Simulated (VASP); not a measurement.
# Li (Im-3m) in VASP: settings compared

Aim: see how the results for Li move with the level of theory and the settings. Levels: r2SCAN+D3(BJ), r2SCAN+D4, r2SCAN+rVV10. Tasks: single point, relaxation of cell and atoms.

Program: VASP 6.6.1. These are calculated values, not measurements. Logs are shortened: lines on timing, memory, paths and dates and some standing lists are left out, and cuts for length are marked.

## (1) The cell of the first run

The structure is cubic, space group Im-3m (No. 229). Conventional cell: a = 3.509 Å, b = 3.509 Å, c = 3.509 Å, α = 90.00°, β = 90.00°, γ = 90.00°. Li (site symmetry m-3m) has 14 Li at 3.04 to 3.51 Å within 4.0 Å.

## (2) Single point, r2SCAN+D3(BJ)

File POSCAR:

```
Li
1.0
   -1.7546500000      1.7546500000      1.7546500000
    1.7546500000     -1.7546500000      1.7546500000
    1.7546500000      1.7546500000     -1.7546500000
Li
1
Direct
    0.0000000000      0.0000000000      0.0000000000
```

File INCAR.step1:

```
  PREC = Accurate
  ENCUT = 520
  ISMEAR = -1
  SIGMA = 0.05
  LREAL = False
  LASPH = True
  NELM = 80
  NBANDS = 8
  GGA = PE
  ALGO = Normal
  EDIFF = 1E-4
  LWAVE = True
  LCHARG = False
```

File INCAR.step2:

```
  PREC = Accurate
  ENCUT = 520
  EDIFF = 1E-6
  ISMEAR = -1
  SIGMA = 0.05
  LREAL = False
  LASPH = True
  NELM = 80
  ALGO = Normal
  ISIF = 2
  LWAVE = False
  LCHARG = False
  METAGGA = R2SCAN
  LMIXTAU = True
  IVDW = 12
  VDW_S6 = 1.0
  VDW_S8 = 0.78981345
  VDW_A1 = 0.49484001
  VDW_A2 = 5.73083694
  NBANDS = 8
  ISTART = 1
```

File KPOINTS:

```
Automatic mesh
0
Gamma
  11 11 11
```

Potentials or basis: VASP PAW PBE potentials, release 64 (Li_sv).

Launch:

```bash
cat potpaw_PBE.64/Li_sv/POTCAR > POTCAR
cp INCAR.step1 INCAR
mpirun -np 1 vasp_std > vasp.out
cp INCAR.step2 INCAR
mpirun -np 1 vasp_std > vasp.out
```

OUTCAR:

```text
PREC = Accurate
   ENCUT = 520
   EDIFF = 1E-6
   ISMEAR = -1
   LREAL = False
   LASPH = True
   NELM = 80
   ISIF = 2
   METAGGA = R2SCAN
   IVDW = 12
   ISTART = 1
 IVDW          = 12

 ion  position               nearest neighbor table
   1  0.000  0.000  0.000-

  LATTYP: Found a body centered cubic cell.
 ALAT       =     3.5093000000

  Lattice vectors:

 A1 = (  -1.7546500000,   1.7546500000,   1.7546500000)
 A2 = (   1.7546500000,  -1.7546500000,   1.7546500000)
 A3 = (   1.7546500000,   1.7546500000,  -1.7546500000)

Analysis of symmetry for initial positions (statically):
=====================================================================
 Subroutine PRICEL returns:
 Original cell was already a primitive cell.

 Routine SETGRP: Setting up the symmetry group for a
 body centered cubic supercell.

 Subroutine GETGRP returns: Found 48 space group operations
 (whereof 48 operations were pure point group operations)
 out of a pool of 48 trial point group operations.

The static configuration has the point symmetry O_h .

Analysis of symmetry for dynamics (positions and initial velocities):
=====================================================================
 Subroutine PRICEL returns:
 Original cell was already a primitive cell.

 Routine SETGRP: Setting up the symmetry group for a
 body centered cubic supercell.

 Subroutine GETGRP returns: Found 48 space group operations
 (whereof 48 operations were pure point group operations)
 out of a pool of 48 trial point group operations.

The dynamic configuration has the point symmetry O_h .

 Subroutine INISYM returns: Found 48 space group operations
 (whereof 48 operations are pure point group operations),
 and found     1 'primitive' translations

----------------------------------------------------------------------------------------

                                     Primitive cell

  volume of cell :      21.6088

  direct lattice vectors                    reciprocal lattice vectors
    -1.754650000  1.754650000  1.754650000     0.000000000  0.284957114  0.284957114
     1.754650000 -1.754650000  1.754650000     0.284957114  0.000000000  0.284957114
     1.754650000  1.754650000 -1.754650000     0.284957114  0.284957114  0.000000000

  length of vectors
     3.039142950  3.039142950  3.039142950     0.402990215  0.402990215  0.402990215

  position of ions in fractional coordinates (direct lattice)
     0.000000000  0.000000000  0.000000000

  ion indices of the primitive-cell ions
   primitive index   ion index
                 1           1

----------------------------------------------------------------------------------------

 KPOINTS: Automatic mesh

Automatic generation of k-mesh.
 Grid dimensions read from file:
 generate k-points for:   11   11   11

 Generating k-lattice:

  Cartesian coordinates                     Fractional coordinates (reciprocal lattice)
     0.000000000  0.025905192  0.025905192     0.090909091  0.000000000  0.000000000
     0.025905192  0.000000000  0.025905192     0.000000000  0.090909091  0.000000000
     0.025905192  0.025905192  0.000000000     0.000000000  0.000000000  0.090909091

  Length of vectors
     0.036635474  0.036635474  0.036635474

  Shift w.r.t. Gamma in fractional coordinates (k-lattice)
     0.000000000  0.000000000  0.000000000

 Subroutine IBZKPT returns following result:
 ===========================================

 Found     56 irreducible k-points:

 Following reciprocal coordinates:
            Coordinates               Weight
  0.000000  0.000000  0.000000      1.000000
  0.090909  0.000000  0.000000     12.000000
  0.181818  0.000000  0.000000     12.000000
  0.272727  0.000000  0.000000     12.000000
  0.363636  0.000000  0.000000     12.000000
  0.454545  0.000000  0.000000     12.000000
[... 16 lines left out ...]
  0.272727  0.181818  0.090909     48.000000
  0.363636  0.181818  0.090909     24.000000
 [... further k-points ...]
   k-points           NKPTS =     56   k-points in BZ     NKDIM =     56   number of bands    NBANDS=      8
   number of dos      NEDOS =    301   number of ions     NIONS =      1
   total plane-waves  NPLWV =  13824
   dimension x,y,z NGX =    24 NGY =   24 NGZ =   24
   dimension x,y,z NGXF=    48 NGYF=   48 NGZF=   48
   ions per type =               1
   NGX,Y,Z   is equivalent  to a cutoff of  13.13, 13.13, 13.13 a.u.
   NGXF,Y,Z  is equivalent  to a cutoff of  26.26, 26.26, 26.26 a.u.
 SYSTEM =  unknown system
   PREC   = accura    normal or accurate (medium, high low for compatibility)
   ISTART =      1    job   : 0-new  1-cont  2-samecut
   ICHARG =      0    charge: 1-file 2-atom 10-const
   ISPIN  =      1    spin polarized calculation?
   LNONCOLLINEAR =      F non collinear calculations
   LSORBIT =      F    spin-orbit coupling
   LASPH  =      T    aspherical Exc in radial PAW
   ENCUT  =  520.0 eV  38.22 Ry    6.18 a.u.   5.65  5.65  5.65*2*pi/ulx,y,z
   NELM   =     80;   NELMIN=  2; NELMDL=  0     # of ELM steps
   EDIFF  = 0.1E-05   stopping-criterion for ELM
   LREAL  =      F    real-space projection
   EDIFFG = 0.1E-04   stopping-criterion for IOM
   NSW    =      0    number of steps for IOM
   IBRION =     -1    ionic relax: 0-MD 1-quasi-New 2-CG
   NFREE  =      0    steps in history (QN), initial steepest desc. (CG)
   ISIF   =      2    stress and relaxation
   ISYM   =      2    0-nonsym 1-usesym 2-fastsym
   POTIM  = 0.5000    time-step for ionic-motion
   TEBEG  =    0.0;   TEEND  =   0.0 temperature during run
   PSTRESS=    0.0 pullay stress
   NELECT =       3.0000    total number of electrons
   NUPDOWN=      -1.0000    fix difference up-down
   EMIN   =  10.00;   EMAX   =-10.00  energy-range for DOS
   EFERMI =   0.00;   METHOD = LEGACY
   ISMEAR =    -1;   SIGMA  =   0.05  broadening in eV -4-tet -1-fermi 0-gaus
   EFERMI_NEDOS =   21; number of points for ismear=-14 and -15
   IALGO  =     38    algorithm
   IMIX   =      4    mixing-type and parameters
     AMIX     =   0.40;   BMIX     =  1.00
     AMIX_MAG =   1.60;   BMIX_MAG =  1.00
  volume/ion in A,a.u.               =      21.61       145.82
  Fermi-wavevector in a.u.,A,eV,Ry     =   0.847692  1.601906  9.776898  0.718582
  Thomas-Fermi vector in A             =   1.963238
   LORBIT       =      0    0 simple, 1 ext, 2 COOP (PROOUT), +10 PAW based schemes
   METAGGA = R2SCAN    functional components
   LHFCALC =     F    Hartree Fock is set to
   AEXX    =    0.0000 exact exchange contribution
   IVDW    =    12    specifies the selected vdW correction
   LEPSILON=     F    determine dielectric tensor
   LRPA    =     F    only Hartree local field effects (RPA)
 non-spin polarized calculation
  energy-cutoff  :      520.00
  volume of cell :       21.61
 maximum number of plane-waves:       603
   NGX = 11   NGY = 11   NGZ = 11

 number of electron       2.9999991 magnetization

 Free energy of the ion-electron system (eV)
  ---------------------------------------------------
  ext. energy  EPLUGINS =         0.00000000
  ---------------------------------------------------
  free energy    TOTEN  =        -2.38653470 eV

  energy without entropy =       -2.38298724  energy(sigma->0) =       -2.38476097

 E-fermi :   0.4963     XC(G=0):  -7.2833

 val. band max:        0.4550830401   @ k =  -0.3636   0.4545   0.0909
 cond. band min:       0.4996550371   @ k =   0.4545   0.0000   0.0000
 fundamental gap:      0.0445719970
 Fermi energy:         0.4963092420

 k-point     1 :       0.0000    0.0000    0.0000
  band No.  band energies     occupation
      1     -47.7674      2.00000
      2      -3.2845      2.00000
      3      16.1068      0.00000
      4      16.1078      0.00000
      5      16.1078      0.00000
      6      20.1968      0.00000
      7      20.1968      0.00000
      8      20.1968      0.00000

 k-point     2 :       0.0909    0.0000    0.0000
  band No.  band energies     occupation
      1     -47.7660      2.00000
      2      -3.1185      2.00000
      3      14.8029      0.00000
      4      15.2549      0.00000
      5      15.7799      0.00000
      6      18.6820      0.00000
      7      18.7027      0.00000
      8      20.4240      0.00000

 k-point     3 :       0.1818    0.0000    0.0000
  band No.  band energies     occupation
      1     -47.7626      2.00000
      2      -2.6215      2.00000
      3      11.8393      0.00000
      4      13.8853      0.00000
      5      14.9584      0.00000
      6      17.0009      0.00000
      7      17.9625      0.00000
      8      20.3835      0.00000

 k-point     4 :       0.2727    0.0000    0.0000
  band No.  band energies     occupation
      1     -47.7582      2.00000
      2      -1.7974      2.00000
      3       8.7913      0.00000
      4      12.7318      0.00000
      5      14.0610      0.00000
      6      15.7140      0.00000
      7      17.8475      0.00000
      8      21.1285      0.00000

 k-point     5 :       0.3636    0.0000    0.0000
  band No.  band energies     occupation
      1     -47.7541      2.00000
      2      -0.6796      2.00000
      3       6.1229      0.00000
      4      11.9360      0.00000
      5      13.3760      0.00000
      6      14.8514      0.00000
      7      17.9898      0.00000
      8      22.3896      0.00000

 k-point     6 :       0.4545    0.0000    0.0000
  band No.  band energies     occupation
      1     -47.7517      2.00000
      2       0.4997      0.96655
      3       4.1553      0.00000
      4      11.5330      0.00000
      5      13.0153      0.00000
      6      14.4193      0.00000
      7      18.1571      0.00000
      8      23.8326      0.00000

 k-point     7 :       0.0909    0.0909    0.0000
  band No.  band energies     occupation
      1     -47.7637      2.00000
      2      -2.7869      2.00000
      3      13.3102      0.00000
      4      13.5089      0.00000
      5      14.7834      0.00000
      6      18.0938      0.00000
      7      18.2707      0.00000
      8      20.2800      0.00000
[... 133 lines left out ...]
 k-point    20 :       0.3636    0.0909    0.0909
  band No.  band energies     occupation
      1     -47.7513      2.00000
      2       0.9007      0.00061
      3       4.2371      0.00000
      4       9.4455      0.00000
      5      10.6991      0.00000
      6      18.6380      0.00000
      7      19.9445      0.00000
      8      24.4201      0.00000

 k-point    21 :      -0.0909    0.0909    0.0909
  band No.  band energies     occupation
      1     -47.7648      2.00000
      2      -2.9523      2.00000
      3      14.2859      0.00000
      4      14.2863      0.00000
      5      15.3586      0.00000
      6      17.2033      0.00000
      7      19.6486      0.00000
      8      19.6487      0.00000

 k-point    22 :       0.1818    0.1818    0.0909
  band No.  band energies     occupation
      1     -47.7538      2.00000
      2      -0.4751      2.00000
      3       7.3157      0.00000
      4       8.5916      0.00000
      5      10.8480      0.00000
      6      20.3811      0.00000
      7      20.5753      0.00000
      8      23.2873      0.00000

 k-point    23 :       0.2727    0.1818    0.0909
  band No.  band energies     occupation
      1     -47.7514      2.00000
      2       0.7959      0.00498
      3       5.1888      0.00000
      4       7.7287      0.00000
      5      10.4296      0.00000
      6      20.7378      0.00000
      7      21.4129      0.00000
      8      24.3032      0.00000

 k-point    24 :       0.3636    0.1818    0.0909
  band No.  band energies     occupation
      1     -47.7505      2.00000
      2       1.7769      0.00000
      3       3.8645      0.00000
      4       7.4902      0.00000
      5      10.2919      0.00000
      6      20.7483      0.00000
      7      21.8336      0.00000
      8      25.2451      0.00000

 [... further k-points ...]

------------------------ aborting loop because EDIFF is reached ----------------------------------------

 Edisp (eV)   -0.07467

 E8    (eV) :    -0.0241

  FORCE on cell =-STRESS in cart. coord.  units (eV):
  Direction    XX          YY          ZZ          XY          YZ          ZX
  --------------------------------------------------------------------------------------
  -------------------------------------------------------------------------------------
  Total      -0.13511    -0.13511    -0.13511     0.00000     0.00000    -0.00000
  in kB     -10.01800   -10.01800   -10.01800     0.00000     0.00000    -0.00000
  external pressure =      -10.02 kB  Pullay stress =        0.00 kB

 VOLUME and BASIS-vectors are now :
 -----------------------------------------------------------------------------
  energy-cutoff  :      520.00
  volume of cell :       21.61
      direct lattice vectors                 reciprocal lattice vectors
    -1.754650000  1.754650000  1.754650000     0.000000000  0.284957114  0.284957114
     1.754650000 -1.754650000  1.754650000     0.284957114  0.000000000  0.284957114
     1.754650000  1.754650000 -1.754650000     0.284957114  0.284957114  0.000000000

 POSITION                                       TOTAL-FORCE (eV/Angst)
 -----------------------------------------------------------------------------------
      0.00000      0.00000      0.00000        -0.000000     -0.000000     -0.000000
 -----------------------------------------------------------------------------------
    total drift:                                0.000000      0.000000     -0.000000

  FREE ENERGIE OF THE ION-ELECTRON SYSTEM (eV)
  ---------------------------------------------------
  free  energy   TOTEN  =        -2.4612044982 eV

  energy  without entropy=       -2.4576570351  energy(sigma->0) =       -2.45943077
```

Run time: 29 s. Hardware: 1 thread of Intel Xeon Platinum 8488C (Sapphire Rapids), shared host; peak memory 0.14 GiB.

Results:

```yaml
Free_energy: -2.4612 eV
Band_gap_on_the_k_mesh: zero (an odd number of electrons rules out a gap without spin polarisation)
Dispersion_energy_per_atom: -0.075 eV
```

Caveat: the cutoff is under 1.25 times the usual one of these potentials, so pressure, stress and relaxed cells hold a basis-set (Pulay) error; three body term missing; the PAW data sets were made with another functional, which shifts forces and pressure a little.

[end of part 1 of 3]
